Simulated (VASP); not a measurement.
Write the native input for VASP 6.6.1 that does the following.

```
Task                   : single point
Functional             : PBE
Potentials or basis    : VASP PAW PBE potentials, release 64 (Al, N)
Cutoff                 : 520 eV
k mesh                 : 10 × 6 × 1
Occupations            : fermi-dirac, width 0.02 eV
Spin                   : no spin polarisation
Dipole correction      : yes
Further INCAR settings : ALGO = Normal; EDIFF = 1e-06; NBANDS = 26
```

The structure of AlN (AlN (10-10), 4 layers) lies in POSCAR:

```
AlN
1.0
    3.1301578475      0.0000000000      0.0000000000
    0.0000000000      5.0181096024      0.0000000000
    0.0000000000      0.0000000000     19.6144000000
Al N
4 4
Direct
    0.0000000000      0.0592403060      0.4078637389
    0.5000000000      0.5592403060      0.4539318697
    0.5000000000      0.0592403060      0.5460681303
    0.0000000000      0.5592403060      0.5921362611
    0.0000000000      0.4407596940      0.4078637389
    0.5000000000      0.9407596940      0.4539318697
    0.5000000000      0.4407596940      0.5460681303
    0.0000000000      0.9407596940      0.5921362611
```

The input as run:

INCAR

```
PREC = Accurate
ENCUT = 520
EDIFF = 1E-6
ISMEAR = -1
SIGMA = 0.02
LREAL = F
LASPH = T
NELM = 60
ALGO = Normal
ISIF = 2
LWAVE = F
LCHARG = F
LDIPOL = T
IDIPOL = 3
DIPOL = 0.5 0.5 0.500
GGA = PE
NBANDS = 26
```

KPOINTS

```
Automatic mesh
0
Gamma
  10 6 1
```

Potentials or basis: VASP PAW PBE potentials, release 64 (Al, N).

Command:

```sh
$ cat potpaw_PBE.64/Al/POTCAR potpaw_PBE.64/N/POTCAR > POTCAR
$ mpirun -np 1 vasp_std > vasp.out
```

Results of the run:

- Largest force: 2.720 eV/Å
- Band gap on the k mesh: 0.94 eV, direct

It took 2.5 min on 1 thread of Intel(R) Xeon(R) 6975P-C (Granite Rapids), with other jobs on the host, peak memory 0.43 GiB.
